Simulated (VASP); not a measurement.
Crystal: Zn3PAu.

```
Zn P Au
1.0
     4.19479    0.00000    0.00000
     0.00000    4.19479    0.00000
     0.00000    0.00000    4.19479
Zn P Au
3 1 1
Direct
  0.00000 0.50000 0.50000
  0.50000 0.00000 0.50000
  0.50000 0.50000 0.00000
  0.00000 0.00000 0.00000
  0.50000 0.50000 0.50000
```

- Program: VASP 6.6.1
- Task: relaxation of cell and atoms
- Functional: PBE
- Potentials or basis: VASP PAW PBE potentials, release 64 (Zn, P, Au)
- Cutoff: 600 eV
- k mesh: 4 × 4 × 4
- Occupations: gaussian, width 0.1 eV
- Spin: no spin polarisation

At the start: pressure 72.2 GPa; volume 14.76 Å³/atom.

Problem. How do energy, volume and symmetry change on relaxing?

Solution. Over 4 steps the energy falls by 1199.5 meV/atom and the volume is 22.75 Å³/atom (+54.1 %); space group Pm-3m (No. 221, to 0.1 Å) before and after.

The path:
```
step  energy change (eV)  largest force (eV/Å)  pressure (GPa)  volume (Å³)
   1              0.0000                0.0000           72.20        73.81
   2             -3.7760                0.0000           -8.03       170.12
   3             -5.9964                0.0000           -0.44       114.67
   4             -5.9976                0.0000            0.02       113.73
```

Final structure:
```yaml
crystal:
  lattice:
    - [4.84500, 0.00000, 0.00000]
    - [0.00000, 4.84500, 0.00000]
    - [0.00000, 0.00000, 4.84500]
  atoms:
    - { symbol: Zn, position: [0.00000, 0.50000, 0.50000] }
    - { symbol: Zn, position: [0.50000, 0.00000, 0.50000] }
    - { symbol: Zn, position: [0.50000, 0.50000, 0.00000] }
    - { symbol: P, position: [0.00000, 0.00000, 0.00000] }
    - { symbol: Au, position: [0.50000, 0.50000, 0.50000] }
```

Caveat: the k points lie up to 0.32 Å⁻¹ apart in the final cell, too coarse for converged energies and pressures of a metal; the volume moved by over 15 % at a fixed basis, so the end points are rough.
